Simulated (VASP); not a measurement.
Input of a VASP 6.6.1 run:

File INCAR:

```
PREC = Accurate
ENCUT = 520
EDIFF = 1E-6
ISMEAR = 0
SIGMA = 0.02
LREAL = Auto
LASPH = True
NELM = 60
ALGO = Normal
ISIF = 2
LWAVE = False
LCHARG = False
GGA = PE
NBANDS = 86
```

Contents of KPOINTS:

```
Automatic mesh
0
Gamma
  2 2 2
  0.5 0.5 0.5
```

Contents of POSCAR:

```
Si
1.0
    5.4700936576     -5.4700936576      5.4700936576
   -5.4700936576      5.4700936576      5.4700936576
   -5.4700936576     -5.4700936576     -5.4700936576
Si
32
Direct
    0.2503961098      0.0004739921      0.5000599128
    0.5003896606      0.0006550092      0.2501759888
    0.7504572642      0.0005520488      0.0001380949
    0.0004047577      0.2504535348      0.4999028219
    0.2504281311      0.2504463277      0.2500957748
    0.0004284191      0.0006530462      0.7501549533
    0.7503544290      0.5004952712      0.5001245618
    0.5003886710      0.2504148875     -0.0001364463
    0.7504609719      0.2506592564      0.7501498259
    0.0004560358      0.5006259649      0.2502556520
    0.5003551297      0.7504178569      0.4998525938
    0.2503771322      0.5005163101      0.0000187874
    0.7505019070      0.7505209584      0.2502308522
    0.5004462064      0.5006403811      0.7502104564
    0.0003130826      0.7503811229     -0.0001572134
    0.2505648889      0.7505234558      0.7501595605
    0.2505105499      0.7506158245      0.0001628039
    0.5005407549      0.7505905406      0.7499924101
    0.7504636729      0.7506187518      0.5002456744
    0.0004217269      0.0005164016      1.0001098463
    0.2502952997      0.0003727471      0.7499495527
    0.0004212747      0.7505222736      0.2499494014
    0.7505429877      0.2506140907      0.0001691006
    0.5005002017      0.0006043077      0.5002030394
    0.7502825401      0.0003957534      0.2500619418
    0.0003696895      0.2505742886      0.7499302045
    0.5004805197      0.5005620548      0.0002126476
    0.2505288221      0.2505678735      0.5001825949
    0.7502929693      0.5004172078      0.7499301568
    0.5004071156      0.2505659393      0.2499476758
    0.0004371936      0.5005664032      0.5002098304
    0.2502744967      0.5003623323      0.2499616260
```

Potentials or basis: VASP PAW PBE potentials, release 64 (Si).

Command:

```bash
$ cat potpaw_PBE.64/Si/POTCAR > POTCAR
$ mpirun -np 1 vasp_std > vasp.out
```

Q: Estimate the largest force.

A: 0.014 eV/Å.

Q: Predict the pressure.

A: 0.0 GPa.

Q: Estimate the band gap on the k mesh.

A: 1.40 eV.

Forces in eV/Å, atoms in the order of the input:
```
Si   0.003  0.002  0.003
Si   0.004 -0.003  0.001
Si   0.001  0.002 -0.001
Si  -0.004  0.000 -0.004
Si  -0.003  0.000  0.003
Si   0.002 -0.001  0.001
Si   0.007  0.007  0.010
Si  -0.006 -0.001 -0.003
Si   0.008 -0.008 -0.004
Si   0.005  0.005  0.002
Si  -0.009  0.000 -0.004
Si   0.001 -0.003 -0.001
Si   0.001  0.002  0.001
Si   0.005  0.000  0.001
Si  -0.005 -0.004  0.002
Si  -0.001  0.004  0.000
Si   0.001  0.001 -0.004
Si  -0.002  0.001 -0.003
Si   0.009 -0.002  0.000
Si   0.000  0.000  0.002
Si  -0.004 -0.002 -0.002
Si  -0.002 -0.002 -0.002
Si   0.000  0.000 -0.002
Si   0.001  0.003  0.000
Si   0.001  0.002  0.003
Si  -0.001 -0.004  0.000
Si   0.000  0.003  0.002
Si   0.001  0.002 -0.001
Si  -0.011 -0.001 -0.004
Si   0.000 -0.002  0.000
Si  -0.001  0.000  0.002
Si  -0.001  0.000  0.001
```

Caveat: a shifted mesh leaves out Γ, where band edges can lie. A k mesh can miss the band edges.
